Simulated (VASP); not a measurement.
Runs of VASP 6.6.1 on SiC3. It takes space group R3m (No. 160, trigonal). The conventional cell has a = 2.831 Å, b = 2.831 Å, c = 14.010 Å, α = 90.00°, β = 90.00°, γ = 120.00°. Within 2.3 Å of C (site symmetry 3m) lie 3 C at 1.72 Å and 1 Si at 1.89 Å. Within 2.0 Å of C (site symmetry 3m) lie 1 C at 1.54 Å and 3 Si at 1.79 Å. C (site symmetry 3m) has 4 C at 1.54 to 1.72 Å within 2.0 Å. Within 2.4 Å of Si (site symmetry 3m) lie 4 C at 1.79 to 1.89 Å. 

| level | potentials or basis | k mesh | gap on the mesh (eV) | pressure (GPa) | largest force (eV/Å) |
| --- | --- | --- | --- | --- | --- |
| PBE | VASP PAW PBE potentials, release 64 (C, Si) | 8 × 8 × 8 | 1.58 | 3.4 | 0.30 |
| LDA | VASP PAW LDA potentials, release 64 (C, Si) | 6 × 6 × 6 | (a) | -6.4 | 0.38 |
| r2SCAN | VASP PAW PBE potentials, release 64 (C, Si) | 6 × 6 × 6 | 1.90 | 0.1 | 0.09 |
| PBE | VASP PAW PBE potentials, release 64 (C, Si) | 6 × 6 × 6 | 1.58 | 3.4 | 0.29 |

Alike in all rows: task single point; no spin polarisation; cell as given; cutoff (eV) 520; smearing gaussian 0.01 eV.

Q: Estimate the missing entries.

A: (a) 1.52.

Caveats: some runs use coarse meshes; the cell stands under pressure (at least some runs); the PAW data sets were made with another functional, which shifts forces and pressure a little (at least some runs).

A k mesh can miss the band edges.
